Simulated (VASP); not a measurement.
A run of VASP 6.6.1 is set up as follows.

POSCAR

```
Ir
1.0
    0.0000000000      1.9228496764      1.9228496764
    1.9228496764      0.0000000000      1.9228496764
    1.9228496764      1.9228496764      0.0000000000
Ir
1
Direct
    0.0000000000      0.0000000000      0.0000000000
```

Contents of INCAR.step1:

```
ALGO = Normal
EDIFF = 1E-5
ENCUT = 550
GGA = PE
GGA_COMPAT = False
ISMEAR = 0
LASPH = True
LCHARG = False
LREAL = False
LWAVE = True
NBANDS = 14
NELM = 120
PREC = Accurate
SIGMA = 0.6
```

The input INCAR.step2:

```
ALGO = Normal
EDIFF = 1E-6
ENCUT = 550
GGA_COMPAT = False
ISIF = 2
ISMEAR = 0
ISTART = 1
LASPH = True
LCHARG = True
LELF = True
LMIXTAU = True
LREAL = False
LVHAR = True
LWAVE = False
METAGGA = R2SCAN
NBANDS = 14
NELM = 120
PREC = Accurate
SIGMA = 0.6
```

KPOINTS

```
k-points
0
Gamma
  14 14 14
```

Potentials or basis: VASP PAW PBE potentials, release 64 (Ir_sv_GW).

The run is started by

```bash
$ cat potpaw_PBE.64/Ir_sv_GW/POTCAR > POTCAR
$ cp INCAR.step1 INCAR
$ mpirun -np 1 vasp_std > vasp.out
$ cp INCAR.step2 INCAR
$ mpirun -np 1 vasp_std > vasp.out
```

Q: Predict the pressure.

A: -0.9 GPa.

Caveat: the PAW data sets were made with another functional, which shifts forces and pressure a little.
